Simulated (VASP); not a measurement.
# HfSiO4 (Hafnon) in VASP: settings compared

The runs below take HfSiO4 (Hafnon) through single point, with PBE, PBEsol.

Everything below comes from runs of VASP 6.6.1. Logs are shortened: lines on timing, memory, paths and dates and some standing lists are left out, and cuts for length are marked.

**1. The cell of the first run**

The typed cell holds 12 atoms: a = 5.522 Å, b = 5.522 Å, c = 5.522 Å, α = 106.95°, β = 106.95°, γ = 114.64°.

**2. Single point, PBE (atoms moved at random)**

File INCAR:

```
SYSTEM = HfSiO4
  PREC = Accurate
  ENCUT = 520
  EDIFF = 1E-7
  ISMEAR = -1
  SIGMA = 0.05
  LREAL = .False.
  LASPH = .True.
  NELM = 60
  ALGO = Normal
  ISIF = 2
  LWAVE = .False.
  LCHARG = .True.
  GGA = PE
  LELF = .True.
  LVHAR = .True.
  NBANDS = 50
```

File KPOINTS:

```
Automatic mesh
0
Gamma
  6 6 6
  0 0 0
```

File POSCAR:

```
HfSiO4
1.0
   -3.2862500000      3.2862500000      2.9816000000
    3.2862500000     -3.2862500000      2.9816000000
    3.2862500000      3.2862500000     -2.9816000000
Hf Si O
2 2 8
Direct
    0.0069820000     -0.0024570000     -0.0047970000
    0.7395110000      0.2463290000      0.5000720000
    0.5048050000      0.4937170000      0.0035470000
    0.2502010000      0.7518080000      0.5061150000
    0.6773400000      0.4991000000      0.8179680000
    0.2413730000      0.9290060000      0.3161490000
    0.6817460000      0.8622380000      0.1789160000
    0.6063490000      0.9256790000      0.6854870000
    0.0669120000      0.3781180000      0.3091970000
    0.5009560000      0.3247080000      0.1831110000
    0.0725600000      0.7570070000      0.6900340000
    0.1335140000      0.3232060000      0.8100990000
```

Potentials or basis: VASP PAW PBE potentials, release 64 (Hf_pv, Si, O).

On the command line:

```sh
$ cat potpaw_PBE.64/Hf_pv/POTCAR potpaw_PBE.64/Si/POTCAR potpaw_PBE.64/O/POTCAR > POTCAR
$ mpirun -np 1 vasp_std > vasp.out
```

OUTCAR:

```text
SYSTEM = HfSiO4
   PREC = Accurate
   ENCUT = 520
   EDIFF = 1E-7
   ISMEAR = -1
   LREAL = .False.
   LASPH = .True.
   NELM = 60
   ISIF = 2
   GGA = PE

 ion  position               nearest neighbor table
   1  0.007  0.998  0.995-  11 2.05   6 2.10   9 2.12   8 2.15  10 2.22   5 2.25   7 2.28  12 2.28
                             3 2.94   3 3.02   2 3.55   2 3.58   2 3.62   2 3.70
   2  0.740  0.246  0.500-   5 2.11  12 2.12  10 2.13   7 2.16   6 2.23   8 2.27  11 2.29   9 2.32
                             4 2.95   4 3.01   1 3.55   1 3.58   1 3.62   1 3.70
   3  0.505  0.494  0.004-  10 1.55   5 1.59   7 1.64  12 1.66   1 2.94   1 3.02
   4  0.250  0.752  0.506-   8 1.58  11 1.61   6 1.63   9 1.67   2 2.95   2 3.01
   5  0.677  0.499  0.818-   3 1.59   2 2.11   1 2.25
   6  0.241  0.929  0.316-   4 1.63   1 2.10   2 2.23
   7  0.682  0.862  0.179-   3 1.64   2 2.16   1 2.28
   8  0.606  0.926  0.685-   4 1.58   1 2.15   2 2.27
   9  0.067  0.378  0.309-   4 1.67   1 2.12   2 2.32
  10  0.501  0.325  0.183-   3 1.55   2 2.13   1 2.22
  11  0.073  0.757  0.690-   4 1.61   1 2.05   2 2.29
  12  0.134  0.323  0.810-   3 1.66   2 2.12   1 2.28

  LATTYP: Found a body centered tetragonal cell.
 ALAT       =     6.5725000000
 C/A-ratio  =     0.9072955496

  Lattice vectors:

 A1 = (  -3.2862500000,   3.2862500000,   2.9816000000)
 A2 = (   3.2862500000,  -3.2862500000,   2.9816000000)
 A3 = (   3.2862500000,   3.2862500000,  -2.9816000000)

Analysis of symmetry for initial positions (statically):
=====================================================================
 Subroutine PRICEL returns:
 Original cell was already a primitive cell.

 Routine SETGRP: Setting up the symmetry group for a
 body centered tetragonal supercell.

 Subroutine GETGRP returns: Found  1 space group operations
 (whereof  1 operations were pure point group operations)
 out of a pool of 16 trial point group operations.

The static configuration has the point symmetry C_1 .

Analysis of symmetry for dynamics (positions and initial velocities):
=====================================================================
 Subroutine PRICEL returns:
 Original cell was already a primitive cell.

 Routine SETGRP: Setting up the symmetry group for a
 body centered tetragonal supercell.

 Subroutine GETGRP returns: Found  1 space group operations
 (whereof  1 operations were pure point group operations)
 out of a pool of 16 trial point group operations.

The dynamic configuration has the point symmetry C_1 .

 Subroutine INISYM returns: Found  1 space group operations
 (whereof  1 operations are pure point group operations),
 and found     1 'primitive' translations

----------------------------------------------------------------------------------------

                                     Primitive cell

  volume of cell :     128.7984

  direct lattice vectors                    reciprocal lattice vectors
    -3.286250000  3.286250000  2.981600000     0.000000000  0.152149106  0.167695197
     3.286250000 -3.286250000  2.981600000     0.152149106  0.000000000  0.167695197
     3.286250000  3.286250000 -2.981600000     0.152149106  0.152149106  0.000000000

  length of vectors
     5.521667926  5.521667926  5.521667926     0.226431070  0.226431070  0.215171329

  position of ions in fractional coordinates (direct lattice)
     0.006982000  0.997543000  0.995203000
     0.739511000  0.246329000  0.500072000
     0.504805000  0.493717000  0.003547000
     0.250201000  0.751808000  0.506115000
     0.677340000  0.499100000  0.817968000
     0.241373000  0.929006000  0.316149000
     0.681746000  0.862238000  0.178916000
     0.606349000  0.925679000  0.685487000
     0.066912000  0.378118000  0.309197000
     0.500956000  0.324708000  0.183111000
     0.072560000  0.757007000  0.690034000
     0.133514000  0.323206000  0.810099000

  ion indices of the primitive-cell ions
   primitive index   ion index
                 1           1
                 2           2
                 3           3
                 4           4
                 5           5
                 6           6
                 7           7
                 8           8
                 9           9
                10          10
                11          11
                12          12

----------------------------------------------------------------------------------------

 KPOINTS: Automatic mesh

Automatic generation of k-mesh.
 Grid dimensions read from file:
 generate k-points for:    6    6    6

 Generating k-lattice:

  Cartesian coordinates                     Fractional coordinates (reciprocal lattice)
     0.000000000  0.025358184  0.027949200     0.166666667  0.000000000  0.000000000
     0.025358184  0.000000000  0.027949200     0.000000000  0.166666667  0.000000000
     0.025358184  0.025358184  0.000000000     0.000000000  0.000000000  0.166666667

  Length of vectors
     0.037738512  0.037738512  0.035861888

  Shift w.r.t. Gamma in fractional coordinates (k-lattice)
     0.000000000  0.000000000  0.000000000

 Subroutine IBZKPT returns following result:
 ===========================================

 Found    112 irreducible k-points:

 Following reciprocal coordinates:
            Coordinates               Weight
  0.000000  0.000000  0.000000      1.000000
  0.166667  0.000000  0.000000      2.000000
  0.166667  0.000000 -0.166667      2.000000
  0.000000  0.166667 -0.166667      2.000000
  0.000000  0.166667  0.000000      2.000000
  0.333333 -0.000000  0.000000      2.000000
[... 16 lines left out ...]
 -0.000000  0.500000  0.333333      2.000000
 -0.333333 -0.166667  0.500000      2.000000
 [... further k-points ...]
   k-points           NKPTS =    112   k-points in BZ     NKDIM =    112   number of bands    NBANDS=     50
   number of dos      NEDOS =    301   number of ions     NIONS =     12
   total plane-waves  NPLWV =  74088
   dimension x,y,z NGX =    42 NGY =   42 NGZ =   42
   dimension x,y,z NGXF=    84 NGYF=   84 NGZF=   84
   ions per type =               2   2   8
   NGX,Y,Z   is equivalent  to a cutoff of  12.65, 12.65, 12.65 a.u.
   NGXF,Y,Z  is equivalent  to a cutoff of  25.29, 25.29, 25.29 a.u.
 SYSTEM =  HfSiO4
   PREC   = accura    normal or accurate (medium, high low for compatibility)
   ISTART =      0    job   : 0-new  1-cont  2-samecut
   ICHARG =      2    charge: 1-file 2-atom 10-const
   ISPIN  =      1    spin polarized calculation?
   LNONCOLLINEAR =      F non collinear calculations
   LSORBIT =      F    spin-orbit coupling
   LASPH  =      T    aspherical Exc in radial PAW
   ENCUT  =  520.0 eV  38.22 Ry    6.18 a.u.  10.27 10.27 10.27*2*pi/ulx,y,z
   NELM   =     60;   NELMIN=  2; NELMDL= -5     # of ELM steps
   EDIFF  = 0.1E-06   stopping-criterion for ELM
   LREAL  =      F    real-space projection
   EDIFFG = 0.1E-05   stopping-criterion for IOM
   NSW    =      0    number of steps for IOM
   IBRION =     -1    ionic relax: 0-MD 1-quasi-New 2-CG
   NFREE  =      0    steps in history (QN), initial steepest desc. (CG)
   ISIF   =      2    stress and relaxation
   ISYM   =      2    0-nonsym 1-usesym 2-fastsym
   POTIM  = 0.5000    time-step for ionic-motion
   TEBEG  =    0.0;   TEEND  =   0.0 temperature during run
   PSTRESS=    0.0 pullay stress
   NELECT =      76.0000    total number of electrons
   NUPDOWN=      -1.0000    fix difference up-down
   EMIN   =  10.00;   EMAX   =-10.00  energy-range for DOS
   EFERMI =   0.00;   METHOD = LEGACY
   ISMEAR =    -1;   SIGMA  =   0.05  broadening in eV -4-tet -1-fermi 0-gaus
   EFERMI_NEDOS =   21; number of points for ismear=-14 and -15
   IALGO  =     38    algorithm
   IMIX   =      4    mixing-type and parameters
     AMIX     =   0.40;   BMIX     =  1.00
     AMIX_MAG =   1.60;   BMIX_MAG =  1.00
  volume/ion in A,a.u.               =      10.73        72.43
  Fermi-wavevector in a.u.,A,eV,Ry     =   1.373122  2.594825 25.653301  1.885464
  Thomas-Fermi vector in A             =   2.498668
   LORBIT       =      0    0 simple, 1 ext, 2 COOP (PROOUT), +10 PAW based schemes
   GGA     = PE    functional components
   LHFCALC =     F    Hartree Fock is set to
   AEXX    =    0.0000 exact exchange contribution
   IVDW    =     0    specifies the selected vdW correction
   LEPSILON=     F    determine dielectric tensor
   LRPA    =     F    only Hartree local field effects (RPA)
 non-spin polarized calculation
  energy-cutoff  :      520.00
  volume of cell :      128.80
 maximum number of plane-waves:      3484
 NGX is ok and might be reduce to    42
   NGX = 21   NGY = 21   NGZ = 21

 number of electron      75.9999999 magnetization

 Free energy of the ion-electron system (eV)
  ---------------------------------------------------
  ext. energy  EPLUGINS =         0.00000000
  ---------------------------------------------------
  free energy    TOTEN  =      -108.20403615 eV

  energy without entropy =     -108.20403615  energy(sigma->0) =     -108.20403615

 E-fermi :   4.4513     XC(G=0): -11.0915

 val. band max:        3.4075456247   @ k =   0.0000   0.0000   0.0000
 cond. band min:       8.6089002564   @ k =   0.5000   0.5000   0.0000
 fundamental gap:      5.2013546317
 Fermi energy:         4.4512966259

 k-point     1 :       0.0000    0.0000    0.0000
  band No.  band energies     occupation
      1     -26.1170      2.00000
      2     -26.0946      2.00000
      3     -26.0591      2.00000
      4     -25.9061      2.00000
      5     -25.8708      2.00000
      6     -25.8535      2.00000
[... 42 lines left out ...]
     49      12.5006      0.00000
     50      13.1307      0.00000
[... 1217 lines left out ...]
     49      12.4069      0.00000
     50      13.0212      0.00000

 [... further k-points ...]

------------------------ aborting loop because EDIFF is reached ----------------------------------------

  FORCE on cell =-STRESS in cart. coord.  units (eV):
  Direction    XX          YY          ZZ          XY          YZ          ZX
  --------------------------------------------------------------------------------------
  -------------------------------------------------------------------------------------
  Total        4.3375281      5.7544191      6.8183286      0.2582149     -1.3991664     -2.1455969
  in kB       53.9563191     71.5816166     84.8160305      3.2120427    -17.4048134    -26.6899741
  external PRESSURE =      70.1179887 kB  Pullay stress =       0.0000000 kB

 VOLUME and BASIS-vectors are now :
 -----------------------------------------------------------------------------
  energy-cutoff  :      520.00
  volume of cell :      128.80
      direct lattice vectors                 reciprocal lattice vectors
    -3.286250000  3.286250000  2.981600000     0.000000000  0.152149106  0.167695197
     3.286250000 -3.286250000  2.981600000     0.152149106  0.000000000  0.167695197
     3.286250000  3.286250000 -2.981600000     0.152149106  0.152149106  0.000000000

 POSITION                                       TOTAL-FORCE (eV/Angst)
 -----------------------------------------------------------------------------------
      6.52572      0.01525      0.02779         1.485462     -0.711364     -0.949741
      0.02264      3.26408      1.44837        -0.951413      0.714538      0.433580
     -0.02478      0.04809      2.96662         1.526759     -3.340045      1.333617
      3.31163      0.01481      1.47856        -1.745302     -0.869902     -1.064333
      2.10231      3.27379      1.06882        -2.013576      0.161725      0.945673
      3.29868     -1.22079      2.54697         0.003212     -0.110800      0.422389
      1.18110     -0.00518      4.07009         0.939377      0.150769     -0.074817
      3.30208      1.20328      2.52405        -0.038637      1.259648      1.474338
      2.03880     -0.00660      0.40500         1.079820     -0.152873      0.379003
      0.02255      1.18094      1.91584        -0.145926      2.744491     -2.041733
      4.51689      0.01836      0.41603         0.016878     -0.224685     -0.536612
      3.28556      2.03881     -1.05363        -0.156654      0.378497     -0.321363
 -----------------------------------------------------------------------------------
    total drift:                               -0.000295      0.000227      0.000566

  FREE ENERGIE OF THE ION-ELECTRON SYSTEM (eV)
  ---------------------------------------------------
  free  energy   TOTEN  =      -108.2040361469 eV

  energy  without entropy=     -108.2040361468  energy(sigma->0) =     -108.20403615
```

It took 15 min on 1 thread of Intel Xeon 6975P-C, shared host; peak memory 0.65 GiB.

Results:

```
Free energy            : -108.2040 eV
Pressure               : 7.0 GPa
Largest force          : 3.907 eV/Å
Band gap on the k mesh : 5.20 eV, indirect (least direct gap 5.56 eV)
```

Forces in eV/Å, atoms in the order of the input:
```
Hf   1.485 -0.711 -0.950
Hf  -0.951  0.715  0.434
Si   1.527 -3.340  1.334
Si  -1.745 -0.870 -1.064
O   -2.014  0.162  0.946
O    0.003 -0.111  0.422
O    0.939  0.151 -0.075
O   -0.039  1.260  1.474
O    1.080 -0.153  0.379
O   -0.146  2.744 -2.042
O    0.017 -0.225 -0.537
O   -0.157  0.378 -0.321
```

Levels at points of the mesh, in eV from the valence-band top:
| k point | band 35 | band 36 | band 37 | band 38 | band 39 | band 40 | band 41 | band 42 |
| --- | --- | --- | --- | --- | --- | --- | --- | --- |
| (0.00, 0.00, 0.00) | -0.70 | -0.55 | -0.48 | 0.00 | 5.64 | 5.91 | 5.91 | 6.12 |
| (0.50, 0.00, 0.00) | -1.01 | -0.90 | -0.28 | -0.13 | 5.47 | 5.72 | 6.36 | 6.47 |
| (0.50, 0.00, 0.50) | -1.17 | -0.77 | -0.34 | -0.28 | 5.54 | 5.72 | 6.40 | 6.54 |
| (0.00, 0.50, 0.50) | -1.10 | -0.88 | -0.33 | -0.20 | 5.49 | 5.72 | 6.43 | 6.58 |
| (0.00, 0.50, 0.00) | -0.97 | -0.85 | -0.27 | -0.17 | 5.51 | 5.66 | 6.19 | 6.66 |
| (0.50, 0.50, 0.00) | -0.87 | -0.82 | -0.59 | -0.49 | 5.20 | 5.37 | 6.19 | 6.31 |
| (0.00, 0.00, 0.50) | -0.97 | -0.89 | -0.65 | -0.57 | 5.20 | 5.36 | 6.16 | 6.31 |
| (0.50, 0.50, 0.50) | -1.11 | -1.08 | -0.96 | -0.84 | 5.99 | 6.21 | 6.39 | 6.44 |

Caveat: the cell differs from its parent crystal (atoms moved at random); spin-orbit coupling is left out, which moves the levels of the heavy elements; forces of over 1 eV/Å act on the atoms, so gaps and moduli don't describe the material at rest. A k mesh can miss the band edges.

**3. Single point, PBEsol**

This run uses another cell than the first one, of 10.09 Å³/atom, 0.940 times its volume.

File INCAR:

```
SYSTEM = HfSiO4
PREC = Accurate
ENCUT = 600
EDIFF = 1E-6
ISMEAR = -1
SIGMA = 0.05
LREAL = .False.
LASPH = .True.
NELM = 120
ALGO = Normal
ISIF = 2
LWAVE = .False.
LCHARG = .True.
GGA = PS
LELF = .True.
LVHAR = .True.
NBANDS = 50
GGA_COMPAT = .False.
```

File KPOINTS:

```
regular mesh
0
Gamma
  6 6 6
  0 0 0
```

File POSCAR:

```
HfSiO4
1.0
   -3.2191648498      3.2191648498      2.9207339417
    3.2191648498     -3.2191648498      2.9207339417
    3.2191648498      3.2191648498     -2.9207339417
Hf Si O
2 2 8
Direct
    0.0000000000      0.0000000000      0.0000000000
    0.7500000000      0.2500000000      0.5000000000
    0.5000000000      0.5000000000      0.0000000000
    0.2500000000      0.7500000000      0.5000000000
    0.6802000000      0.4957000000      0.8155000000
    0.2457000000      0.9302000000      0.3155000000
    0.6802000000      0.8647000000      0.1845000000
    0.6147000000      0.9302000000      0.6845000000
    0.0698000000      0.3853000000      0.3155000000
    0.5043000000      0.3198000000      0.1845000000
    0.0698000000      0.7543000000      0.6845000000
    0.1353000000      0.3198000000      0.8155000000
```

Potentials or basis: VASP PAW PBE potentials, release 64 (Hf_pv, Si, O).

On the command line:

```sh
$ cat potpaw_PBE.64/Hf_pv/POTCAR potpaw_PBE.64/Si/POTCAR potpaw_PBE.64/O/POTCAR > POTCAR
$ mpirun -np 1 vasp_std > vasp.out
```

Run time: 2.4 min. Hardware: 1 thread of AMD EPYC 9R45 (Zen 5), shared host; peak memory 0.39 GiB.

The run converged. Its results:

```yaml
Free_energy: -113.0324 eV
Pressure: 17.3 GPa
Largest_force: 1.289 eV/Å
Band_gap_on_the_k_mesh: 5.60 eV, indirect (least direct gap 6.02 eV)
```

Forces on the atoms (eV/Å):
```
Hf   0.000  0.000  0.000
Hf   0.000  0.000  0.000
Si   0.000  0.000  0.000
Si   0.000  0.000  0.000
O   -1.043  0.000  0.757
O    0.000 -1.043  0.757
O    1.043  0.000  0.757
O    0.000  1.043  0.757
O   -1.043  0.000 -0.757
O    0.000  1.043 -0.757
O    1.043  0.000 -0.757
O    0.000 -1.043 -0.757
```

Stress tensor (GPa, compression positive):
```
16.07  0.00  0.00
 0.00 16.07  0.00
 0.00  0.00 19.70
```

Levels at points of the mesh, in eV from the valence-band top:
```csv
k point,band 35,band 36,band 37,band 38,band 39,band 40,band 41,band 42
"(0.00, 0.00, 0.00)",-0.61,-0.55,-0.55,0.00,6.08,6.34,6.60,6.62
"(0.50, 0.00, 0.00)",-1.01,-0.92,-0.29,-0.16,5.93,6.10,6.97,7.19
"(0.50, 0.50, 0.00)",-1.01,-1.01,-0.66,-0.66,5.60,5.60,6.86,6.86
"(0.50, 0.50, 0.50)",-1.20,-1.20,-0.83,-0.83,6.61,6.61,7.09,7.09
```

Caveat: the PAW data sets were made with another functional, which shifts forces and pressure a little; spin-orbit coupling is left out, which moves the levels of the heavy elements. A k mesh can miss the band edges.
